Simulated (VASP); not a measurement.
Runs of VASP 6.6.1 on SnSe3. The structure is that of space group P6_3/mmc (No. 194), or close to it. The cells are those of the table. 

```csv
task,cell,k mesh,cutoff (eV),gap on the mesh (eV),pressure (GPa),largest force (eV/Å)
single point,"a = 6.225, b = 6.225, c = 5.521 Å, angles 90.0, 90.0, 120.0°, 8 atoms",3 × 3 × 4,520,none,0.1,0.01
relaxation of cell and atoms,"relaxed from a = 6.722, b = 6.722, c = 5.396 Å, angles 90.0, 90.0, 120.0°, 8 atoms",3 × 3 × 4,600,none,0.0,0.03
single point,"a = 6.722, b = 6.722, c = 5.396 Å, angles 90.0, 90.0, 120.0°, 8 atoms",3 × 3 × 4,520,none,-6.3,(a)
single point,"a = 6.142, b = 6.142, c = 5.826 Å, angles 90.0, 90.0, 120.0°, 8 atoms",6 × 6 × 8,520,none,0.0,-
```

Alike in all rows: level PBE; potentials or basis VASP PAW PBE potentials, release 64 (Sn_d, Se); no spin polarisation; smearing gaussian 0.1 eV.

Problem. Fill in the values left out.

Solution. (a) 0.32.

Caveats: some runs use coarse meshes; spin-orbit coupling is left out, which moves the levels of the heavy elements.

A k mesh can miss the band edges, and the runs leave out spin-orbit coupling on Se, Sn.

A gap of «none» marks levels without a gap at the run's occupations.
